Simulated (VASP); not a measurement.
Write the native input for VASP 6.6.1 that does the following.

| Quantity | Value |
| --- | --- |
| Task | single point |
| Functional | PBE |
| Potentials or basis | VASP PAW PBE potentials, release 64 (Dy_3, Be), 4f in core |
| Cutoff | 600 eV |
| k mesh | 6 × 6 × 4 |
| Occupations | gaussian, width 0.2 eV |
| Spin | no spin polarisation |
| Dipole correction | no |
| Further INCAR settings | ALGO = Normal; EDIFF = 1e-06; NBANDS = 32 |

The structure of DyBe lies in POSCAR:

```
DyBe
1.0
   -0.0002578112     -0.0026871890     -4.0378012890
   -2.3571687044     -4.0891454579     -0.0030726513
   -7.0819115771      4.0951270499      0.0023894730
Dy Be
4 4
Direct
    0.2499919605      0.2497350412      0.9167169553
    0.2500323509      0.7498815933      0.4167279322
    0.7499617825      0.2502754676      0.5832875731
    0.7500230105      0.7501112981      0.0832813128
    0.2491017818      0.7493590567      0.7500007928
    0.2508783784      0.2494993650      0.2500079620
    0.7491364502      0.7507063716      0.7499925108
    0.7508742851      0.2504318065      0.2499849610
```

These files were run (other wordings do the same):

INCAR

```
SYSTEM = DyBe
PREC = Accurate
ENCUT = 600
EDIFF = 1E-6
ISMEAR = 0
SIGMA = 0.2
LREAL = .False.
LASPH = .True.
NELM = 200
ALGO = Normal
ISIF = 2
LWAVE = .False.
LCHARG = .True.
GGA = PE
LELF = .True.
LVHAR = .True.
NBANDS = 32
GGA_COMPAT = .False.
LMAXMIX = 6
```

KPOINTS

```
regular mesh
0
Gamma
  6 6 4
  0 0 0
```

Potentials or basis: VASP PAW PBE potentials, release 64 (Dy_3, Be), 4f in core.

The run is started by

```console
$ cat potpaw_PBE.64/Dy_3/POTCAR potpaw_PBE.64/Be/POTCAR > POTCAR
$ mpirun -np 1 vasp_std > vasp.out
```

Results of the run:

- Pressure: 0.2 GPa
- Band gap on the k mesh: zero (bands 22 and 23 overlap by 0.94 eV)

Caveat: spin-orbit coupling is left out, which moves the levels of the heavy elements; the 4f electrons are frozen in the core, so they carry no moment and show no levels.

Run time: 4.2 min on 1 thread of Intel(R) Xeon(R) Platinum 8488C (Sapphire Rapids) (shared host), peak memory 0.54 GiB.
